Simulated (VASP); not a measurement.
Wanted: the native input for a VASP 6.6.1 run.

```
Task                   : single point
Functional             : PBEsol
Potentials or basis    : VASP PAW PBE potentials, release 64 (H, C)
Cutoff                 : 520 eV
k mesh                 : 2 × 2 × 1
Occupations            : fermi-dirac, width 0.02 eV
Spin                   : no spin polarisation
Dipole correction      : no
Further INCAR settings : LREAL = Auto; ALGO = Normal; EDIFF = 1e-07; NBANDS = 64
```

The structure of H2C5 lies in POSCAR:

```
H2C5
1.0
    5.0487420000      0.0000000000      0.0000000000
    0.0000000000      5.0487420000      0.0000000000
    0.0000000000      0.0000000000     17.1647000000
H C
8 20
Direct
    0.4277897346      0.0000000000      0.0582591015
    0.0722160095      0.0000000000      0.0582591015
    0.9277954786      0.0000000000      0.0582591015
    0.5722217535      0.0000000000      0.0582591015
    0.4277897346      0.5000057440      0.0582591015
    0.0722160095      0.5000057440      0.0582591015
    0.9277954786      0.5000057440      0.0582591015
    0.5722217535      0.5000057440      0.0582591015
    0.2500028720      0.0000000000      0.0952361533
    0.7500086160      0.0000000000      0.0952361533
    0.2500028720      0.5000057440      0.0952361533
    0.7500086160      0.5000057440      0.0952361533
    0.2500028720      0.2500028720      0.1472324014
    0.7500086160      0.2500028720      0.1472324014
    0.2500028720      0.7500086160      0.1472324014
    0.7500086160      0.7500086160      0.1472324014
    0.0060609158      0.2676706395      0.1943698404
    0.4911520533      0.2504980449      0.1923307719
   -0.0052884461      0.7464829853      0.2031203575
    0.4957076436      0.7479090831      0.2062488712
   -0.0227185307      0.0468037384      0.2479390843
    0.4947965256      0.0194305829      0.2570915891
   -0.0241842423      0.4985994531      0.2513064604
    0.4817437690      0.4816051206      0.2551224315
    0.2358805421      0.1258135195      0.3052951697
    0.7383819573      0.1355387144      0.2854754234
    0.2382375649      0.3907309979      0.2978962638
    0.7373321909      0.4029518640      0.2936957826
```

The input as run:

INCAR

```
PREC = Accurate
ENCUT = 520
EDIFF = 1E-7
ISMEAR = -1
SIGMA = 0.02
LREAL = Auto
LASPH = T
NELM = 80
ALGO = Normal
ISIF = 2
LWAVE = F
LCHARG = T
GGA = PS
LELF = T
LVHAR = T
NBANDS = 64
```

KPOINTS

```
Automatic mesh
0
Gamma
  2 2 1
```

Potentials or basis: VASP PAW PBE potentials, release 64 (H, C).

Command:

```console
$ cat potpaw_PBE.64/H/POTCAR potpaw_PBE.64/C/POTCAR > POTCAR
$ mpirun -np 1 vasp_std > vasp.out
```

Results of the run:

```
Largest force          : 8.961 eV/Å
Band gap on the k mesh : 0.69 eV, direct
```

Caveat: the k points lie up to 0.62 Å⁻¹ apart; the PAW data sets were made with another functional, which shifts forces and pressure a little.

It took 110 s on 1 thread of Intel(R) Xeon(R) 6975P-C (Granite Rapids), on a shared host, peak memory 0.49 GiB.
